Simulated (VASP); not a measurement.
Set up this calculation in VASP 6.6.1, as the native input.

* Task: single point
* Functional: LDA
* Potentials or basis: VASP PAW LDA potentials, release 64 (Sn_d, F)
* Cutoff: 520 eV
* k mesh: 8 × 8 × 8
* Occupations: gaussian, width 0.05 eV
* Spin: no spin polarisation
* Dipole correction: no
* Further INCAR settings: ALGO = Normal; EDIFF = 1e-06; NBANDS = 29

The structure of SnF4 lies in POSCAR:

```
SnF4
1.0
   -2.0250000000      2.0250000000      3.9650000000
    2.0250000000     -2.0250000000      3.9650000000
    2.0250000000      2.0250000000     -3.9650000000
Sn F
1 4
Direct
    0.0000000000      0.0000000000      0.0000000000
    0.2370000000      0.2370000000      0.0000000000
    0.7630000000      0.7630000000      0.0000000000
    0.5000000000      0.0000000000      0.5000000000
    0.0000000000      0.5000000000      0.5000000000
```

These files were run (other wordings do the same):

INCAR

```
SYSTEM = SnF4
PREC = Accurate
ENCUT = 520
EDIFF = 1E-6
ISMEAR = 0
SIGMA = 0.05
LREAL = .FALSE.
LASPH = .TRUE.
NELM = 60
ALGO = Normal
ISIF = 2
LWAVE = .FALSE.
LCHARG = .FALSE.
NBANDS = 29
```

KPOINTS

```
regular mesh
0
G
  8 8 8
  0 0 0
```

Potentials or basis: VASP PAW LDA potentials, release 64 (Sn_d, F).

Launch:

```sh
$ cat potpaw_LDA.64/Sn_d/POTCAR potpaw_LDA.64/F/POTCAR > POTCAR
$ mpirun -np 1 vasp_std > vasp.out
```

Results of the run:

| Item | Value |
| --- | --- |
| Pressure | 0.1 GPa |
| Largest force | 0.308 eV/Å |
| Band gap on the k mesh | 3.31 eV, indirect (least direct gap 3.56 eV) |

Caveat: spin-orbit coupling is left out, which moves the levels of the heavy elements.

Wall time 68 s on 1 thread of Intel(R) Xeon(R) 6975P-C (Granite Rapids), on a shared host, peak memory 0.23 GiB.
